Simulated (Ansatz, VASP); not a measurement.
# One calculation of Sn, two programs

```
Sn
1.0
     4.63494    0.00000    0.00000
    -2.31747    4.01398    0.00000
     0.00000    0.00000    7.61389
Sn
4
Cartesian
  0.0000 2.6760 0.0018
  2.3175 1.3380 3.8088
  0.0000 2.6760 2.8534
  2.3175 1.3380 6.6603
```

Alike in both runs: task single point; functional PBE; k mesh 6 × 6 × 4; occupations fermi-dirac, width 0.02 eV; no spin polarisation.

|  | VASP | Ansatz |
| --- | --- | --- |
| version | VASP 6.6.1 | Ansatz 0.2.0 |
| potentials or method | VASP PAW PBE potentials, release 64 (Sn_d) | plane waves, PAW |
| plane-wave cutoff (eV) | 520 | 420 |
| valence electrons in the cell | 56 | 56 |

```csv
,VASP,Ansatz,Ansatz less VASP
pressure (GPa),1.5,1.6,+0.05
"traceless stress, the component that is largest in VASP (GPa)",-0.19,-0.19,+0.004
rms of the force components (eV/Å),0.026,0.026,-0.0004
```

Atom by atom the forces differ by 0.000 eV/Å (rms over components).
